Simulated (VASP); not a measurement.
A run of VASP 6.6.1 is set up as follows.

INCAR

```
PREC     = Accurate       # precision mode
ENCUT    = 520            # plane-wave cutoff, eV
EDIFF    = 1E-7           # SCF threshold, eV
ISMEAR   = 0              # smearing method
SIGMA    = 0.02           # smearing width, eV
LREAL    = False          # projectors in reciprocal space
LASPH    = True           # aspherical terms in the spheres
NELM     = 100            # most SCF steps
ALGO     = Normal         # electronic algorithm
ISIF     = 2              # what is computed and relaxed
LWAVE    = False          # write WAVECAR
LCHARG   = True           # write CHGCAR
GGA      = PS             # functional
LELF     = True           # ELF
LVHAR    = True         
NBANDS   = 16             # bands
```

KPOINTS

```
regular mesh
0
Gamma
  10 10 6
```

Contents of POSCAR:

```
Mg2C3
1.0
    2.1899500876     -2.0840419640      0.0572967699
    2.1899500876      2.0840419640      0.0572967699
   -0.9971364245      0.0000000000      4.3742041432
Mg C
2 3
Direct
    0.8090616164      0.8090616164      0.2080868490
    0.1909383836      0.1909383836      0.7919131510
    0.2888704313      0.2888704313      0.2565377205
    0.7111295687      0.7111295687      0.7434622795
    0.5000000000      0.5000000000      0.5000000000
```

Potentials or basis: VASP PAW PBE potentials, release 64 (Mg, C).

The run is started by

```bash
$ cat potpaw_PBE.64/Mg/POTCAR potpaw_PBE.64/C/POTCAR > POTCAR
$ mpirun -np 1 vasp_std > vasp.out
```

(1) Estimate the band gap on the k mesh.

(2) What does it give for the pressure?

Results:

(1) 1.69 eV (least direct gap 2.91 eV).

(2) 60.8 GPa.

Caveat: the cell stands under pressure; the PAW data sets were made with another functional, which shifts forces and pressure a little.
